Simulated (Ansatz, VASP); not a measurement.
MnO: VASP beside Ansatz

INCAR

```
SYSTEM = MnO
PREC = Accurate ; ENCUT = 520
EDIFF = 1E-6 ; ISMEAR = -1
SIGMA = 0.3 ; LREAL = .False.
LASPH = .True. ; NELM = 150
ALGO = Normal ; ISIF = 2
LWAVE = .False. ; LCHARG = .True.
ISPIN = 2 ; MAGMOM = 4 0
LORBIT = 11 ; LMAXMIX = 4
LELF = .True. ; LVHAR = .True.
NBANDS = 20
```

The input KPOINTS:

```
regular mesh
0
Gamma
  10 10 10
  0 0 0
```

The input POSCAR:

```
MnO
1.0
    0.0000000000      2.1853147536      2.1853147536
    2.1853147536      0.0000000000      2.1853147536
    2.1853147536      2.1853147536      0.0000000000
Mn O
1 1
Direct
    0.0000000000      0.0000000000      0.0000000000
    0.5000000000      0.5000000000      0.5000000000
```

Input for Ansatz:

```yaml
crystal:
  lattice:
    - [0.0, 2.1853147536487345, 2.1853147536487345]
    - [2.1853147536487345, 0.0, 2.1853147536487345]
    - [2.1853147536487345, 2.1853147536487345, 0.0]
  atoms:
    - { symbol: Mn, position: [0.0, 0.0, 0.0], spin: 4.0 }
    - { symbol: O, position: [0.5, 0.5, 0.5] }
basis:
  ecutwfc: 500.0
kpoints:
  mp_grid:
    grid: [10, 10, 10]
hamiltonian:
  xc: lda
magnetization:
  spin_polarized: true
scf:
  n_extra_bands: 4
  mixing:
    algorithm: anderson
    preconditioner: resta
  occupations:
    method: fermi_dirac
    width: 0.3
```

Alike in both runs: task single point; functional LDA; k mesh 10 × 10 × 10; occupations fermi-dirac, width 0.3 eV; collinear spin.

|  | VASP | Ansatz |
| --- | --- | --- |
| version | VASP 6.6.1 | Ansatz 0.2.0 |
| potentials or method | VASP PAW LDA potentials, release 64 (Mn_pv, O), cutoff 520 eV | plane waves, PAW |
| valence electrons in the cell | 19 | 21 |

VASP gave:

```
net moment per atom (μB)                                      : 2.07
size of the moment on the site where the two differ most (μB) : 3.80
```

Task: Which values does Ansatz return?

Result: net moment per atom (μB): 2.12; size of the moment on the site where the two differ most (μB): 3.61.

LDA's correlation is that of Perdew and Zunger in VASP and of Perdew and Wang (1992) in Ansatz. Site moments also hang on the region over which each program counts them. VASP's potentials hold 19 valence electrons a cell and Ansatz's 21, so a difference there can come from the potentials and not from the codes. Ansatz's warnings: moment headroom below auto, stability check not made.
